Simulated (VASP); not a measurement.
# CdTe (F-43m) in VASP: further runs, part 2 of 2

VASP 6.6.1.

### Step 3. Single point, PBE

INCAR

```
PREC = Accurate ; ENCUT = 520
EDIFF = 1E-6 ; ISMEAR = 0
SIGMA = 0.020999999999999998 ; LREAL = False
LASPH = True ; NELM = 100
ALGO = Normal ; ISIF = 2
LWAVE = False ; LCHARG = False
GGA = PE ; NBANDS = 16
```

KPOINTS

```
regular mesh
0
Gamma
  7 7 7
```

POSCAR

```
CdTe
1.0
    0.0000000000      3.2050000000      3.2050000000
    3.2050000000      0.0000000000      3.2050000000
    3.2050000000      3.2050000000      0.0000000000
Te Cd
1 1
Direct
    0.7500000000      0.7500000000      0.7500000000
    0.0000000000      0.0000000000      0.0000000000
```

Potentials or basis: VASP PAW PBE potentials, release 64 (Te, Cd).

Run with:

```
$ cat potpaw_PBE.64/Te/POTCAR potpaw_PBE.64/Cd/POTCAR > POTCAR
$ mpirun -np 1 vasp_std > vasp.out
```

OUTCAR:

```text
PREC = Accurate
   ENCUT = 520
   EDIFF = 1E-6
   ISMEAR = 0
   LREAL = False
   LASPH = True
   NELM = 100
   ISIF = 2
   GGA = PE

 ion  position               nearest neighbor table
   1  0.750  0.750  0.750-   2 2.78   2 2.78   2 2.78   2 2.78
   2  0.000  0.000  0.000-   1 2.78   1 2.78   1 2.78   1 2.78

  LATTYP: Found a face centered cubic cell.
 ALAT       =     6.4100000000

  Lattice vectors:

 A1 = (   0.0000000000,   3.2050000000,   3.2050000000)
[... 559 lines left out ...]

------------------------ aborting loop because EDIFF is reached ----------------------------------------

  FORCE on cell =-STRESS in cart. coord.  units (eV):
  Direction    XX          YY          ZZ          XY          YZ          ZX
  --------------------------------------------------------------------------------------
  -------------------------------------------------------------------------------------
  Total        1.8078870      1.8078870      1.8078870      0.0000000     -0.0000000      0.0000000
  in kB       43.9913992     43.9913992     43.9913992      0.0000000     -0.0000000      0.0000000
  external PRESSURE =      43.9913992 kB  Pullay stress =       0.0000000 kB

 VOLUME and BASIS-vectors are now :
 -----------------------------------------------------------------------------
  energy-cutoff  :      520.00
  volume of cell :       65.84
      direct lattice vectors                 reciprocal lattice vectors
     0.000000000  3.205000000  3.205000000    -0.156006240  0.156006240  0.156006240
     3.205000000  0.000000000  3.205000000     0.156006240 -0.156006240  0.156006240
     3.205000000  3.205000000  0.000000000     0.156006240  0.156006240 -0.156006240

 POSITION                                       TOTAL-FORCE (eV/Angst)
 -----------------------------------------------------------------------------------
      4.80750      4.80750      4.80750         0.000000      0.000000     -0.000000
      0.00000      0.00000      0.00000        -0.000000     -0.000000      0.000000
 -----------------------------------------------------------------------------------
    total drift:                                0.000000      0.000000      0.000000

  FREE ENERGIE OF THE ION-ELECTRON SYSTEM (eV)
  ---------------------------------------------------
  free  energy   TOTEN  =        -4.7252517106 eV

  energy  without entropy=       -4.7252517106  energy(sigma->0) =       -4.72525171
```

Wall time 42 s (1 thread of Intel Xeon 8259CL, shared host); peak memory 0.21 GiB.

What came out:

```yaml
Free_energy: -4.7253 eV
Pressure: 4.4 GPa
Band_gap_on_the_k_mesh: 0.87 eV
```

Caveat: the cell stands under pressure; spin-orbit coupling is left out, which moves the levels of the heavy elements. PBE gaps usually lie below the measured ones, often by a third to a half.

### Step 4. Single point, PBE

INCAR

```
SYSTEM = CdTe
PREC = Accurate
ENCUT = 520
EDIFF = 1E-7
ISMEAR = 0
SIGMA = 0.022
LREAL = .FALSE.
LASPH = .TRUE.
NELM = 60
ALGO = Normal
ISIF = 2
LWAVE = .FALSE.
LCHARG = .FALSE.
GGA = PE
NBANDS = 16
```

KPOINTS

```
regular mesh
0
G
  7 7 7
  0 0 0
```

POSCAR is that of step 3.

Potentials or basis: VASP PAW PBE potentials, release 64 (Te, Cd).

Run with:

```
$ cat potpaw_PBE.64/Te/POTCAR potpaw_PBE.64/Cd/POTCAR > POTCAR
$ mpirun -np 1 vasp_std > vasp.out
```

OUTCAR:

```text
SYSTEM = CdTe
   PREC = Accurate
   ENCUT = 520
   EDIFF = 1E-7
   ISMEAR = 0
   LREAL = .FALSE.
   LASPH = .TRUE.
   NELM = 60
   ISIF = 2
   GGA = PE

 ion  position               nearest neighbor table
   1  0.750  0.750  0.750-   2 2.78   2 2.78   2 2.78   2 2.78
   2  0.000  0.000  0.000-   1 2.78   1 2.78   1 2.78   1 2.78

  LATTYP: Found a face centered cubic cell.
 ALAT       =     6.4100000000

  Lattice vectors:

 A1 = (   0.0000000000,   3.2050000000,   3.2050000000)
 A2 = (   3.2050000000,   0.0000000000,   3.2050000000)
 A3 = (   3.2050000000,   3.2050000000,   0.0000000000)

Analysis of symmetry for initial positions (statically):
=====================================================================
 Subroutine PRICEL returns:
 Original cell was already a primitive cell.

 Routine SETGRP: Setting up the symmetry group for a
 face centered cubic supercell.

 Subroutine GETGRP returns: Found 24 space group operations
 (whereof 24 operations were pure point group operations)
 out of a pool of 48 trial point group operations.

The static configuration has the point symmetry T_d .

[... 153 lines left out ...]

  energy without entropy =       -4.72525183  energy(sigma->0) =       -4.72525183

 E-fermi :   2.7560     XC(G=0):  -8.7314

 val. band max:        2.6555532479   @ k =   0.0000   0.0000   0.0000
 cond. band min:       3.5285782514   @ k =   0.0000   0.0000   0.0000
 fundamental gap:      0.8730250035
 Fermi energy:         2.7559621368

 k-point     1 :       0.0000    0.0000    0.0000
  band No.  band energies     occupation
      1      -8.7128      2.00000
      2      -5.7524      2.00000
      3      -5.7524      2.00000
      4      -5.7524      2.00000
      5      -5.4666      2.00000
      6      -5.4666      2.00000
[... 357 lines left out ...]
      3      -5.6109      2.00000
      4      -5.5016      2.00000
      5      -5.4635      2.00000
      6      -4.8687      2.00000
[... 8 lines left out ...]
     15      12.9035      0.00000
     16      14.8141      0.00000

------------------------ aborting loop because EDIFF is reached ----------------------------------------

  FORCE on cell =-STRESS in cart. coord.  units (eV):
  Direction    XX          YY          ZZ          XY          YZ          ZX
  --------------------------------------------------------------------------------------
  -------------------------------------------------------------------------------------
  Total        1.8072046      1.8072046      1.8072046      0.0000000      0.0000000      0.0000000
  in kB       43.9747931     43.9747931     43.9747931      0.0000000      0.0000000      0.0000000
  external PRESSURE =      43.9747931 kB  Pullay stress =       0.0000000 kB

 VOLUME and BASIS-vectors are now :
 -----------------------------------------------------------------------------
  energy-cutoff  :      520.00
  volume of cell :       65.84
      direct lattice vectors                 reciprocal lattice vectors
     0.000000000  3.205000000  3.205000000    -0.156006240  0.156006240  0.156006240
     3.205000000  0.000000000  3.205000000     0.156006240 -0.156006240  0.156006240
     3.205000000  3.205000000  0.000000000     0.156006240  0.156006240 -0.156006240

 POSITION                                       TOTAL-FORCE (eV/Angst)
 -----------------------------------------------------------------------------------
      4.80750      4.80750      4.80750         0.000000     -0.000000     -0.000000
      0.00000      0.00000      0.00000        -0.000000      0.000000      0.000000
 -----------------------------------------------------------------------------------
    total drift:                                0.000000      0.000000      0.000000

  FREE ENERGIE OF THE ION-ELECTRON SYSTEM (eV)
  ---------------------------------------------------
  free  energy   TOTEN  =        -4.7252518305 eV

  energy  without entropy=       -4.7252518305  energy(sigma->0) =       -4.72525183
```

stdout:

```text
POSCAR found type information on POSCAR TeCd
 POSCAR found :  2 types and       2 ions
 scaLAPACK will be used
 LDA part: xc-table for (Slater+PW92), standard interpolation
 POSCAR, INCAR and KPOINTS ok, starting setup
 FFT: planning ... GRIDC
 FFT: planning ... GRID_SOFT
 FFT: planning ... GRID
 WAVECAR not read
 entering main loop
```

Run time: 56 s. Hardware: 1 thread of Intel Xeon 8259CL, shared host; peak memory 0.21 GiB.

What came out:

| Quantity | Value |
| --- | --- |
| Free energy | -4.7253 eV |
| Pressure | 4.4 GPa |
| Band gap on the k mesh | 0.87 eV |

Caveat: the cell stands under pressure; spin-orbit coupling is left out, which moves the levels of the heavy elements. As with any semilocal functional, this PBE gap is likely too small.

### Step 5. The runs side by side

```tsv
smearing	gap on the mesh (eV)	pressure (GPa)
gaussian 0.018 eV	0.87	4.4
gaussian 0.021 eV	0.87	4.4
gaussian 0.022 eV	0.87	4.4
```

Alike in all rows: task single point; level PBE; potentials or basis VASP PAW PBE potentials, release 64 (Te, Cd); no spin polarisation; cell as given; k mesh 7 × 7 × 7; cutoff (eV) 520.

Caveats: the cell stands under pressure; spin-orbit coupling is left out, which moves the levels of the heavy elements.

Total energies depend on the potentials used, so only differences within one code and one set of settings carry meaning.
